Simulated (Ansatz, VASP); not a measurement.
# Nb in VASP and in Ansatz

Contents of INCAR:

```
SYSTEM = Nb
PREC     = Accurate       ! precision mode
ENCUT    = 520            ! plane-wave cutoff, eV
EDIFF    = 1E-7           ! SCF threshold, eV
ISMEAR   = 0              ! smearing method
SIGMA    = 0.15           ! smearing width, eV
LREAL    = .False.        ! projectors in reciprocal space
LASPH    = .True.         ! aspherical terms in the spheres
NELM     = 60             ! most SCF steps
ALGO     = Fast           ! electronic algorithm
ISIF     = 2              ! what is computed and relaxed
LWAVE    = .False.        ! write WAVECAR
LCHARG   = .False.        ! write CHGCAR
GGA      = PE             ! functional
NBANDS   = 12             ! bands
```

Contents of KPOINTS:

```
regular mesh
0
Gamma
  20 20 20
  0 0 0
```

Contents of POSCAR:

```
Nb
1.0
   -1.7055487500      1.7055487500      1.6639500000
    1.7055487500     -1.7055487500      1.6639500000
    1.7055487500      1.7055487500     -1.6639500000
Nb
1
Direct
    0.0000000000      0.0000000000      0.0000000000
```

Input for Ansatz:

```yaml
crystal:
  lattice:
    - [-1.70554875, 1.70554875, 1.66395]
    - [1.70554875, -1.70554875, 1.66395]
    - [1.70554875, 1.70554875, -1.66395]
  atoms:
    - { symbol: Nb, position: [0.0, 0.0, 0.0] }
basis:
  ecutwfc: 420
kpoints:
  mp_grid: { grid: [20, 20, 20] }
hamiltonian:
  xc: pbe
scf:
  occupations: { method: gaussian, width: 0.15 }
output:
  forces: true
  stress: true
  eigenvalues: true
```

Change from the starting cell: strain +0.025 along x and y, +0.000 along z, atoms carried along.

Alike in both runs: task single point; functional PBE; k mesh 20 × 20 × 20; occupations gaussian, width 0.15 eV; no spin polarisation.

|  | VASP | Ansatz |
| --- | --- | --- |
| version | VASP 6.6.1 | Ansatz 0.2.0 |
| potentials or method | VASP PAW PBE potentials, release 64 (Nb_sv), cutoff 520 eV | scalar-relativistic, plane waves, PAW |
| valence electrons in the cell | 13 | 13 |

```tsv
	VASP	Ansatz	Ansatz less VASP
gap on the k mesh at the Fermi level (eV)	none	none	-
pressure (GPa)	-10.1	-9.8	+0.27
traceless stress, the component that is largest in VASP (GPa)	1.41	1.42	+0.004
```

A gap of «none» marks a metal or a gap that the smearing closes.
